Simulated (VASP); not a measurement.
Wanted: the native input for a VASP 6.6.1 run.

| Item | Value |
| --- | --- |
| Task | single point |
| Functional | PBE |
| Potentials or basis | VASP PAW PBE potentials, release 64 (Mo_sv, S) |
| Cutoff | 520 eV |
| k mesh | 6 × 6 × 2 |
| Occupations | fermi-dirac, width 0.15 eV |
| Spin | no spin polarisation |
| Dipole correction | no |
| Further INCAR settings | ALGO = Normal; EDIFF = 1e-07; NBANDS = 35 |

The structure of MoS2 lies in POSCAR:

```
MoS2
1.0
    3.1690000000      0.0000000000      0.0000000000
   -1.5845000000      2.7444350000      0.0000000000
    0.0000000000      0.0000000000     13.3240000000
Mo S
2 4
Direct
    0.3333333333      0.6666666667      0.2312368658
    0.6666666667      0.3333333333      0.6937105974
    0.3333333333      0.6666666667      0.5762422696
    0.6666666667      0.3333333333      0.1137685380
    0.3333333333      0.6666666667      0.8111789252
    0.6666666667      0.3333333333      0.3487051936
```

These files were run (other wordings do the same):

INCAR

```
PREC = Accurate
ENCUT = 520
EDIFF = 1E-7
ISMEAR = -1
SIGMA = 0.15
LREAL = F
LASPH = T
NELM = 80
ALGO = Normal
ISIF = 2
LWAVE = F
LCHARG = F
GGA = PE
NBANDS = 35
```

KPOINTS

```
Automatic mesh
0
Gamma
  6 6 2
```

Potentials or basis: VASP PAW PBE potentials, release 64 (Mo_sv, S).

Launch:

```bash
$ cat potpaw_PBE.64/Mo_sv/POTCAR potpaw_PBE.64/S/POTCAR > POTCAR
$ mpirun -np 1 vasp_std > vasp.out
```

It gave:

```yaml
Largest_force: 0.072 eV/Å
Band_gap_on_the_k_mesh: 1.15 eV, indirect (least direct gap 1.69 eV)
```

Wall time 37 s on 1 thread of Intel(R) Xeon(R) Platinum 8488C (Sapphire Rapids), with other jobs on the host, peak memory 0.24 GiB.
